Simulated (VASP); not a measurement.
CaO:

```xyz
2
Lattice="0.0000 2.4036 2.4036 2.4036 0.0000 2.4036 2.4036 2.4036 0.0000" Properties=species:S:1:pos:R:3 pbc="T T T"
Ca    0.0000    0.0000    0.0000
O     2.4036    2.4036    2.4036
```

| Property | Result |
| --- | --- |
| Program | VASP 6.6.1 |
| Task | relaxation of cell and atoms |
| Functional | RPBE |
| Potentials or basis | VASP PAW PBE potentials, release 64 (Ca_sv, O) |
| Cutoff | 600 eV |
| k mesh | 10 × 10 × 10 |
| Occupations | fermi-dirac, width 0.05 eV |
| Spin | no spin polarisation |

At the start: pressure 5.9 GPa; volume 13.89 Å³/atom.

Question: How do energy, volume and symmetry change on relaxing?

Answer: Over 3 steps the energy falls by 13.7 meV/atom and the volume is 14.67 Å³/atom (+5.7 %); space group Fm-3m (No. 225, to 0.1 Å) before and after.

The path:
```
step  energy change (eV)  largest force (eV/Å)  pressure (GPa)  volume (Å³)
   1              0.0000                0.0000            5.88        27.77
   2             -0.0248                0.0000           -1.61        29.87
   3             -0.0274                0.0000            0.01        29.34
```

Final structure:
```
Ca O
1.0
     0.00000    2.44800    2.44800
     2.44800    0.00000    2.44800
     2.44800    2.44800    0.00000
Ca O
1 1
Direct
  0.00000 0.00000 0.00000
  0.50000 0.50000 0.50000
```

Caveat: the PAW data sets were made with another functional, which shifts forces and pressure a little.
